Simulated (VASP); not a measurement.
# BaZrO3 (Pm-3m) in VASP: further runs

BaZrO3 is run at these levels: PBE+D3(BJ), RPBE, r2SCAN+D4; tasks: relaxation of cell and atoms.

Everything below comes from runs of VASP 6.6.1. Logs are shortened: lines on timing, memory, paths and dates and some standing lists are left out, and cuts for length are marked.

### Step 1. The cell of the first run

Symmetry: Pm-3m, No. 221, cubic system. Conventional cell: a = 4.191 Å, b = 4.191 Å, c = 4.191 Å, α = 90.00°, β = 90.00°, γ = 90.00°. Within 3.9 Å of Ba (site symmetry m-3m) lie 12 O at 2.96 Å and 8 Zr at 3.63 Å. Within 2.8 Å of Zr (site symmetry m-3m) lie 6 O at 2.10 Å. O (site symmetry 4/mmm) has 2 Zr at 2.10 Å within 2.8 Å.

### Step 2. Relaxation of cell and atoms, PBE+D3(BJ)

File INCAR:

```
SYSTEM = BaZrO3
ALGO     = Normal         ! electronic algorithm
EDIFF    = 1E-7           ! SCF threshold, eV
EDIFFG   = -0.01          ! ionic threshold
ENCUT    = 600            ! plane-wave cutoff, eV
GGA      = PE             ! functional
IBRION   = 2              ! ionic algorithm
ISIF     = 3              ! what is computed and relaxed
ISMEAR   = 0              ! smearing method
IVDW     = 12             ! dispersion correction
LASPH    = .TRUE.         ! aspherical terms in the spheres
LCHARG   = .FALSE.        ! write CHGCAR
LREAL    = .FALSE.        ! projectors in reciprocal space
LWAVE    = .FALSE.        ! write WAVECAR
NELM     = 60             ! most SCF steps
NSW      = 80             ! ionic steps
PREC     = Accurate       ! precision mode
SIGMA    = 0.01           ! smearing width, eV
```

File KPOINTS:

```
k-points
0
G
  6 6 6
  0 0 0
```

File POSCAR:

```
BaZrO3
1.0
    4.1913400000      0.0000000000      0.0000000000
    0.0000000000      4.1913400000      0.0000000000
    0.0000000000      0.0000000000      4.1913400000
Ba Zr O
1 1 3
Direct
    0.0000000000      0.0000000000      0.0000000000
    0.5000000000      0.5000000000      0.5000000000
    0.0000000000      0.5000000000      0.5000000000
    0.5000000000      0.0000000000      0.5000000000
    0.5000000000      0.5000000000      0.0000000000
```

Potentials or basis: VASP PAW PBE potentials, release 64 (Ba_sv, Zr_sv, O).

Launch:

```sh
cat potpaw_PBE.64/Ba_sv/POTCAR potpaw_PBE.64/Zr_sv/POTCAR potpaw_PBE.64/O/POTCAR > POTCAR
mpirun -np 1 vasp_std > vasp.out
```

OUTCAR:

```text
SYSTEM = BaZrO3
   EDIFF = 1E-7
   EDIFFG = -0.01
   ENCUT = 600
   GGA = PE
   IBRION = 2
   ISIF = 3
   ISMEAR = 0
   IVDW = 12
   LASPH = .TRUE.
   LREAL = .FALSE.
   NELM = 60
   NSW = 80
   PREC = Accurate
 IVDW          = 12

 ion  position               nearest neighbor table
   1  0.000  0.000  0.000-   3 2.96   4 2.96   5 2.96   3 2.96   4 2.96   3 2.96   5 2.96   3 2.96
                             4 2.96   5 2.96   4 2.96   5 2.96   2 3.63   2 3.63   2 3.63   2 3.63
   2  0.500  0.500  0.500-   3 2.10   4 2.10   5 2.10   5 2.10   4 2.10   3 2.10   1 3.63   1 3.63
                             1 3.63   1 3.63   1 3.63   1 3.63   1 3.63   1 3.63
   3  0.000  0.500  0.500-   2 2.10   2 2.10   1 2.96   1 2.96   1 2.96   1 2.96
   4  0.500  0.000  0.500-   2 2.10   2 2.10   1 2.96   1 2.96   1 2.96   1 2.96
   5  0.500  0.500  0.000-   2 2.10   2 2.10   1 2.96   1 2.96   1 2.96   1 2.96

  LATTYP: Found a simple cubic cell.
 ALAT       =     4.1913400000

  Lattice vectors:

 A1 = (   4.1913400000,   0.0000000000,   0.0000000000)
 A2 = (   0.0000000000,   4.1913400000,   0.0000000000)
 A3 = (   0.0000000000,   0.0000000000,   4.1913400000)

Analysis of symmetry for initial positions (statically):
=====================================================================
 Subroutine PRICEL returns:
 Original cell was already a primitive cell.

 Routine SETGRP: Setting up the symmetry group for a
 simple cubic supercell.

 Subroutine GETGRP returns: Found 48 space group operations
 (whereof 48 operations were pure point group operations)
 out of a pool of 48 trial point group operations.

The static configuration has the point symmetry O_h .

Analysis of symmetry for dynamics (positions and initial velocities):
=====================================================================
 Subroutine PRICEL returns:
 Original cell was already a primitive cell.

 Routine SETGRP: Setting up the symmetry group for a
 simple cubic supercell.

 Subroutine GETGRP returns: Found 48 space group operations
 (whereof 48 operations were pure point group operations)
 out of a pool of 48 trial point group operations.

The dynamic configuration has the point symmetry O_h .

 Subroutine INISYM returns: Found 48 space group operations
 (whereof 48 operations are pure point group operations),
 and found     1 'primitive' translations

----------------------------------------------------------------------------------------

                                     Primitive cell

  volume of cell :      73.6307

  direct lattice vectors                    reciprocal lattice vectors
     4.191340000  0.000000000  0.000000000     0.238587182  0.000000000  0.000000000
     0.000000000  4.191340000  0.000000000     0.000000000  0.238587182  0.000000000
     0.000000000  0.000000000  4.191340000     0.000000000  0.000000000  0.238587182

  length of vectors
     4.191340000  4.191340000  4.191340000     0.238587182  0.238587182  0.238587182

  position of ions in fractional coordinates (direct lattice)
     0.000000000  0.000000000  0.000000000
     0.500000000  0.500000000  0.500000000
     0.000000000  0.500000000  0.500000000
     0.500000000  0.000000000  0.500000000
     0.500000000  0.500000000  0.000000000

  ion indices of the primitive-cell ions
   primitive index   ion index
                 1           1
                 2           2
                 3           3
                 4           4
                 5           5

----------------------------------------------------------------------------------------

 KPOINTS: k-points

Automatic generation of k-mesh.
 Grid dimensions read from file:
 generate k-points for:    6    6    6

 Generating k-lattice:

  Cartesian coordinates                     Fractional coordinates (reciprocal lattice)
     0.039764530  0.000000000  0.000000000     0.166666667  0.000000000  0.000000000
     0.000000000  0.039764530  0.000000000     0.000000000  0.166666667  0.000000000
     0.000000000  0.000000000  0.039764530     0.000000000  0.000000000  0.166666667

  Length of vectors
     0.039764530  0.039764530  0.039764530

  Shift w.r.t. Gamma in fractional coordinates (k-lattice)
     0.000000000  0.000000000  0.000000000

 Subroutine IBZKPT returns following result:
 ===========================================

 Found     20 irreducible k-points:

 Following reciprocal coordinates:
            Coordinates               Weight
  0.000000  0.000000  0.000000      1.000000
  0.166667  0.000000  0.000000      6.000000
  0.333333  0.000000  0.000000      6.000000
  0.500000  0.000000  0.000000      3.000000
  0.166667  0.166667  0.000000     12.000000
  0.333333  0.166667  0.000000     24.000000
[... 12 lines left out ...]
  0.500000  0.500000  0.333333      6.000000
  0.500000  0.500000  0.500000      1.000000
   k-points           NKPTS =     20   k-points in BZ     NKDIM =     20   number of bands    NBANDS=     24
   number of dos      NEDOS =    301   number of ions     NIONS =      5
   total plane-waves  NPLWV =  46656
   dimension x,y,z NGX =    36 NGY =   36 NGZ =   36
   dimension x,y,z NGXF=    72 NGYF=   72 NGZF=   72
   ions per type =               1   1   3
   NGX,Y,Z   is equivalent  to a cutoff of  14.28, 14.28, 14.28 a.u.
   NGXF,Y,Z  is equivalent  to a cutoff of  28.56, 28.56, 28.56 a.u.
 SYSTEM =  BaZrO3
   PREC   = accura    normal or accurate (medium, high low for compatibility)
   ISTART =      0    job   : 0-new  1-cont  2-samecut
   ICHARG =      2    charge: 1-file 2-atom 10-const
   ISPIN  =      1    spin polarized calculation?
   LNONCOLLINEAR =      F non collinear calculations
   LSORBIT =      F    spin-orbit coupling
   LASPH  =      T    aspherical Exc in radial PAW
   ENCUT  =  600.0 eV  44.10 Ry    6.64 a.u.   8.37  8.37  8.37*2*pi/ulx,y,z
   NELM   =     60;   NELMIN=  2; NELMDL= -5     # of ELM steps
   EDIFF  = 0.1E-06   stopping-criterion for ELM
   LREAL  =      F    real-space projection
   EDIFFG = -.1E-01   stopping-criterion for IOM
   NSW    =     80    number of steps for IOM
   IBRION =      2    ionic relax: 0-MD 1-quasi-New 2-CG
   NFREE  =      1    steps in history (QN), initial steepest desc. (CG)
   ISIF   =      3    stress and relaxation
   ISYM   =      2    0-nonsym 1-usesym 2-fastsym
   POTIM  = 0.5000    time-step for ionic-motion
   TEBEG  =    0.0;   TEEND  =   0.0 temperature during run
   PSTRESS=    0.0 pullay stress
   NELECT =      40.0000    total number of electrons
   NUPDOWN=      -1.0000    fix difference up-down
   EMIN   =  10.00;   EMAX   =-10.00  energy-range for DOS
   EFERMI =   0.00;   METHOD = LEGACY
   ISMEAR =     0;   SIGMA  =   0.01  broadening in eV -4-tet -1-fermi 0-gaus
   EFERMI_NEDOS =   21; number of points for ismear=-14 and -15
   IALGO  =     38    algorithm
   IMIX   =      4    mixing-type and parameters
     AMIX     =   0.40;   BMIX     =  1.00
     AMIX_MAG =   1.60;   BMIX_MAG =  1.00
  volume/ion in A,a.u.               =      14.73        99.38
  Fermi-wavevector in a.u.,A,eV,Ry     =   1.335802  2.524299 24.277770  1.784366
  Thomas-Fermi vector in A             =   2.464478
   LORBIT       =      0    0 simple, 1 ext, 2 COOP (PROOUT), +10 PAW based schemes
   GGA     = PE    functional components
   LHFCALC =     F    Hartree Fock is set to
   AEXX    =    0.0000 exact exchange contribution
   IVDW    =    12    specifies the selected vdW correction
   LEPSILON=     F    determine dielectric tensor
   LRPA    =     F    only Hartree local field effects (RPA)
 conjugate gradient relaxation of ions
 non-spin polarized calculation
 Gauss-broadening in eV      SIGMA  =   0.01
  energy-cutoff  :      600.00
  volume of cell :       73.63
 maximum number of plane-waves:      2517
 NGX is ok and might be reduce to    36
   NGX = 17   NGY = 17   NGZ = 17

--------------------------------------- Ionic step        1  -------------------------------------------

 number of electron      40.0000010 magnetization

 Free energy of the ion-electron system (eV)
  ---------------------------------------------------
  ext. energy  EPLUGINS =         0.00000000
  ---------------------------------------------------
  free energy    TOTEN  =       -41.69366491 eV

  energy without entropy =      -41.69366491  energy(sigma->0) =      -41.69366491

------------------------ aborting loop because EDIFF is reached ----------------------------------------

 Edisp (eV)   -1.22916

 E8    (eV) :    -0.5757

  FORCE on cell =-STRESS in cart. coord.  units (eV):
  Direction    XX          YY          ZZ          XY          YZ          ZX
  --------------------------------------------------------------------------------------
  -------------------------------------------------------------------------------------
  Total       1.01535     1.01535     1.01535     0.00000     0.00000    -0.00000
  in kB      22.09367    22.09367    22.09367     0.00000     0.00000    -0.00000
  external pressure =       22.09 kB  Pullay stress =        0.00 kB
[... 67 lines left out ...]
  energy  without entropy=      -42.9212825972  energy(sigma->0) =      -42.92128260

--------------------------------------- Ionic step        3  -------------------------------------------

 number of electron      40.0000017 magnetization

 Free energy of the ion-electron system (eV)
  ---------------------------------------------------
  ext. energy  EPLUGINS =         0.00000000
  ---------------------------------------------------
  free energy    TOTEN  =       -41.71787455 eV

  energy without entropy =      -41.71787455  energy(sigma->0) =      -41.71787455

 E-fermi :   3.8593     XC(G=0): -10.7013

 val. band max:        3.6895810134   @ k =   0.5000   0.5000   0.5000
 cond. band min:       6.8494938069   @ k =   0.0000   0.0000   0.0000
 fundamental gap:      3.1599127935
 Fermi energy:         3.8593259819

 k-point     1 :       0.0000    0.0000    0.0000
  band No.  band energies     occupation
      1     -43.4156      2.00000
      2     -21.6673      2.00000
      3     -21.5584      2.00000
      4     -21.5584      2.00000
      5     -21.5584      2.00000
      6     -12.6579      2.00000
[... 565 lines left out ...]
  FREE ENERGIE OF THE ION-ELECTRON SYSTEM (eV)
  ---------------------------------------------------
  free  energy   TOTEN  =       -42.9297816685 eV

  energy  without entropy=      -42.9297816685  energy(sigma->0) =      -42.92978167

 reached required accuracy - stopping structural energy minimisation
```

It took 2.2 min on 1 thread of Intel Xeon 6975P-C, shared host; peak memory 0.25 GiB.

What came out:

- Free energy: -42.9298 eV
- Relaxed volume: 14.93 Å³/atom
- Relaxed cell: a = 4.211 Å, b = 4.211 Å, c = 4.211 Å, α = 90.00°, β = 90.00°, γ = 90.00°
- Space group after relaxing (to 0.05 Å): Pm-3m (No. 221)
- Energy gained by relaxing: 1.4 meV/atom
- Ionic steps: 3
- Pressure after relaxing: 0.0 GPa
- Band gap on the k mesh: 3.16 eV, indirect (least direct gap 3.40 eV)
- Dispersion energy per atom: -0.242 eV

Step by step:
```tsv
step	energy change (eV)	largest force (eV/Å)	pressure (GPa)	volume (Å³)
1	0.0000	0.0000	2.21	73.63
2	0.0015	0.0000	-2.31	75.82
3	-0.0070	0.0000	0.00	74.66
```

Final structure:
```
CELL_PARAMETERS angstrom
4.21072 0.00000 0.00000
0.00000 4.21072 0.00000
0.00000 0.00000 4.21072
ATOMIC_POSITIONS crystal
Ba 0.00000 0.00000 0.00000
Zr 0.50000 0.50000 0.50000
O 0.00000 0.50000 0.50000
O 0.50000 0.00000 0.50000
O 0.50000 0.50000 0.00000
```

Caveat: spin-orbit coupling is left out, which moves the levels of the heavy elements.

[end of part 1 of 2]
